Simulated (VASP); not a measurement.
# Ti4C3 (I-43d) in VASP: single point with PBE

Aim: the single point of Ti4C3 with PBE.

Everything below comes from runs of VASP 6.6.1. Logs are shortened: lines on timing, memory, paths and dates and some standing lists are left out, and cuts for length are marked.

**1. The cell of the first run**

Symmetry: I-43d, No. 220, cubic system. The conventional cell has a = 6.679 Å, b = 6.679 Å, c = 6.679 Å, α = 90.00°, β = 90.00°, γ = 90.00°. Within 2.9 Å of Ti (site symmetry 3) lie 6 C at 2.13 to 2.52 Å and 5 Ti at 2.69 to 2.89 Å. C (site symmetry -4) has 8 Ti at 2.13 to 2.52 Å within 2.8 Å.

**2. Single point, PBE**

Contents of INCAR:

```
  ALGO = Normal
  EDIFF = 1E-6
  ENCUT = 520
  GGA = PE
  ISIF = 2
  ISMEAR = 0
  LASPH = True
  LCHARG = False
  LREAL = False
  LWAVE = False
  NBANDS = 73
  NELM = 100
  PREC = Accurate
  SIGMA = 0.2
```

Contents of KPOINTS:

```
k-points
0
Gamma
  3 3 3
```

Contents of POSCAR:

```
Ti4C3
1.0
   -3.3394294427      3.3394294427      3.3394294427
    3.3394294427     -3.3394294427      3.3394294427
    3.3394294427      3.3394294427     -3.3394294427
Ti C
8 6
Direct
    0.0000000000      0.8867495735      0.5000000000
    0.8867495735      0.5000000000      0.0000000000
    0.5000000000      0.0000000000      0.3867495735
    0.5000000000      0.0000000000      0.8867495735
    0.0000000000      0.3867495735      0.5000000000
    0.3867495735      0.5000000000      0.0000000000
    0.6132504265      0.6132504265      0.6132504265
    0.1132504265      0.1132504265      0.1132504265
    0.7500000000      0.8750000000      0.1250000000
    0.8750000000      0.1250000000      0.7500000000
    0.1250000000      0.7500000000      0.8750000000
    0.6250000000      0.3750000000      0.2500000000
    0.3750000000      0.2500000000      0.6250000000
    0.2500000000      0.6250000000      0.3750000000
```

Potentials or basis: VASP PAW PBE potentials, release 64 (Ti_sv, C).

Command:

```sh
cat potpaw_PBE.64/Ti_sv/POTCAR potpaw_PBE.64/C/POTCAR > POTCAR
mpirun -np 1 vasp_std > vasp.out
```

OUTCAR:

```text
EDIFF = 1E-6
   ENCUT = 520
   GGA = PE
   ISIF = 2
   ISMEAR = 0
   LASPH = True
   LREAL = False
   NELM = 100
   PREC = Accurate

 ion  position               nearest neighbor table
   1  0.000  0.887  0.500-  10 2.13  13 2.13   9 2.13   7 2.69   4 2.69   2 2.69   5 2.89   5 2.89

   2  0.887  0.500  0.000-  10 2.13  14 2.13  11 2.13   7 2.69   1 2.69   4 2.69   6 2.89   6 2.89

   3  0.500  0.000  0.387-  10 2.13  13 2.13  14 2.13   8 2.69   5 2.69   6 2.69   4 2.89   4 2.89
[... 11 lines left out ...]
   9  0.750  0.875  0.125-   6 2.13   4 2.13   1 2.13   8 2.13
  10  0.875  0.125  0.750-   1 2.13   8 2.13   3 2.13   2 2.13
  11  0.125  0.750  0.875-   5 2.13   8 2.13   2 2.13   4 2.13
  12  0.625  0.375  0.250-   6 2.13   7 2.13   4 2.13   5 2.13
  13  0.375  0.250  0.625-   1 2.13   3 2.13   6 2.13   7 2.13
  14  0.250  0.625  0.375-   2 2.13   7 2.13   5 2.13   3 2.13

  LATTYP: Found a body centered cubic cell.
 ALAT       =     6.6788588854

  Lattice vectors:

 A1 = (  -3.3394294427,   3.3394294427,   3.3394294427)
 A2 = (   3.3394294427,  -3.3394294427,   3.3394294427)
 A3 = (   3.3394294427,   3.3394294427,  -3.3394294427)

Analysis of symmetry for initial positions (statically):
=====================================================================
 Subroutine PRICEL returns:
 Original cell was already a primitive cell.

 Routine SETGRP: Setting up the symmetry group for a
 body centered cubic supercell.

 Subroutine GETGRP returns: Found 24 space group operations
 (whereof  3 operations were pure point group operations)
 out of a pool of 48 trial point group operations.

The static configuration has the point symmetry C_3 .
 The point group associated with its full space group is T_d .

Analysis of symmetry for dynamics (positions and initial velocities):
=====================================================================
 Subroutine PRICEL returns:
 Original cell was already a primitive cell.

 Routine SETGRP: Setting up the symmetry group for a
 body centered cubic supercell.

 Subroutine GETGRP returns: Found 24 space group operations
 (whereof  3 operations were pure point group operations)
[... 115 lines left out ...]
   TEBEG  =    0.0;   TEEND  =   0.0 temperature during run
   PSTRESS=    0.0 pullay stress
   NELECT =     120.0000    total number of electrons
   NUPDOWN=      -1.0000    fix difference up-down
   EMIN   =  10.00;   EMAX   =-10.00  energy-range for DOS
   EFERMI =   0.00;   METHOD = LEGACY
   ISMEAR =     0;   SIGMA  =   0.20  broadening in eV -4-tet -1-fermi 0-gaus
   EFERMI_NEDOS =   21; number of points for ismear=-14 and -15
   IALGO  =     38    algorithm
   IMIX   =      4    mixing-type and parameters
     AMIX     =   0.40;   BMIX     =  1.00
     AMIX_MAG =   1.60;   BMIX_MAG =  1.00
  volume/ion in A,a.u.               =      10.64        71.80
  Fermi-wavevector in a.u.,A,eV,Ry     =   1.523268  2.878559 31.570215  2.320345
  Thomas-Fermi vector in A             =   2.631734
   LORBIT       =      0    0 simple, 1 ext, 2 COOP (PROOUT), +10 PAW based schemes
   GGA     = PE    functional components
   LHFCALC =     F    Hartree Fock is set to
   AEXX    =    0.0000 exact exchange contribution
   IVDW    =     0    specifies the selected vdW correction
   LEPSILON=     F    determine dielectric tensor
   LRPA    =     F    only Hartree local field effects (RPA)
 non-spin polarized calculation
 Gauss-broadening in eV      SIGMA  =   0.20
  energy-cutoff  :      520.00
  volume of cell :      148.96
 maximum number of plane-waves:      4093
 NGX is ok and might be reduce to    48
   NGX = 21   NGY = 21   NGZ = 21

 number of electron     120.0000023 magnetization

 Free energy of the ion-electron system (eV)
  ---------------------------------------------------
  ext. energy  EPLUGINS =         0.00000000
  ---------------------------------------------------
  free energy    TOTEN  =      -126.80724603 eV

  energy without entropy =     -126.64455633  energy(sigma->0) =     -126.72590118

 E-fermi :  10.0870     XC(G=0): -12.7200

 val. band max:       10.0621713285   @ k =  -0.3333   0.3333   0.3333
 cond. band min:      10.2327482264   @ k =   0.3333   0.3333   0.0000
 fundamental gap:      0.1705768979
 Fermi energy:        10.0870469592

 k-point     1 :       0.0000    0.0000    0.0000
  band No.  band energies     occupation
      1     -46.5984      2.00000
      2     -46.4853      2.00000
      3     -46.4537      2.00000
      4     -46.4537      2.00000
      5     -46.4537      2.00000
      6     -46.4304      2.00000
[... 289 lines left out ...]
     71      12.5005      0.00000
     72      12.6879      0.00000
 [bands above 72 left out]

------------------------ aborting loop because EDIFF is reached ----------------------------------------

  FORCE on cell =-STRESS in cart. coord.  units (eV):
  Direction    XX          YY          ZZ          XY          YZ          ZX
  --------------------------------------------------------------------------------------
  -------------------------------------------------------------------------------------
  Total        0.1191741      0.1191741      0.1191741      0.0000000      0.0000000      0.0000000
  in kB        1.2817866      1.2817866      1.2817866      0.0000000      0.0000000      0.0000000
  external PRESSURE =       1.2817866 kB  Pullay stress =       0.0000000 kB

 VOLUME and BASIS-vectors are now :
 -----------------------------------------------------------------------------
  energy-cutoff  :      520.00
  volume of cell :      148.96
      direct lattice vectors                 reciprocal lattice vectors
    -3.339429443  3.339429443  3.339429443     0.000000000  0.149726176  0.149726176
     3.339429443 -3.339429443  3.339429443     0.149726176  0.000000000  0.149726176
     3.339429443  3.339429443 -3.339429443     0.149726176  0.149726176  0.000000000

 POSITION                                       TOTAL-FORCE (eV/Angst)
 -----------------------------------------------------------------------------------
      4.63095     -1.29152      1.29152         0.023911     -0.023911      0.023911
     -1.29152      1.29152      4.63095        -0.023911      0.023911      0.023911
     -0.37819      2.96124      0.37819         0.023911      0.023911     -0.023911
      1.29152      4.63095     -1.29152         0.023911      0.023911     -0.023911
      2.96124      0.37819     -0.37819         0.023911     -0.023911      0.023911
      0.37819     -0.37819      2.96124        -0.023911      0.023911      0.023911
      2.04791      2.04791      2.04791        -0.023911     -0.023911     -0.023911
      0.37819      0.37819      0.37819        -0.023911     -0.023911     -0.023911
      0.83486      0.00000      5.00914        -0.000000     -0.000000     -0.000000
      0.00000      5.00914      0.83486        -0.000000     -0.000000      0.000000
      5.00914      0.83486      0.00000        -0.000000     -0.000000     -0.000000
     -0.00000      1.66971      2.50457        -0.000000     -0.000000     -0.000000
      1.66971      2.50457      0.00000        -0.000000     -0.000000      0.000000
      2.50457     -0.00000      1.66971        -0.000000     -0.000000     -0.000000
 -----------------------------------------------------------------------------------
    total drift:                               -0.000001     -0.000001     -0.000001

  FREE ENERGIE OF THE ION-ELECTRON SYSTEM (eV)
  ---------------------------------------------------
  free  energy   TOTEN  =      -126.8072460338 eV

  energy  without entropy=     -126.6445563263  energy(sigma->0) =     -126.72590118
```

stdout:

```text
POSCAR found type information on POSCAR TiC
 POSCAR found :  2 types and      14 ions
 scaLAPACK will be used
 LDA part: xc-table for (Slater+PW92), standard interpolation
 POSCAR, INCAR and KPOINTS ok, starting setup
 FFT: planning ... GRIDC
 FFT: planning ... GRID_SOFT
 FFT: planning ... GRID
 WAVECAR not read
 entering main loop
```

It took 2.4 min on 1 thread of AMD EPYC 7R43 (Zen 3), shared host; peak memory 0.28 GiB.

Results:

```yaml
Free_energy: -126.8072 eV
Pressure: 0.1 GPa
Largest_force: 0.041 eV/Å
Band_gap_on_the_k_mesh: zero (bands 60 and 61 overlap by 0.53 eV)
```

Forces on the atoms (eV/Å):
```
Ti   0.024 -0.024  0.024
Ti  -0.024  0.024  0.024
Ti   0.024  0.024 -0.024
Ti   0.024  0.024 -0.024
Ti   0.024 -0.024  0.024
Ti  -0.024  0.024  0.024
Ti  -0.024 -0.024 -0.024
Ti  -0.024 -0.024 -0.024
C    0.000  0.000  0.000
C    0.000  0.000  0.000
C    0.000  0.000  0.000
C    0.000  0.000  0.000
C    0.000  0.000  0.000
C    0.000  0.000  0.000
```

Caveat: the k points lie up to 0.44 Å⁻¹ apart, too coarse for converged energies and pressures of a metal.

The gap in the log of VASP goes by the Fermi energy; the results here count the filled bands.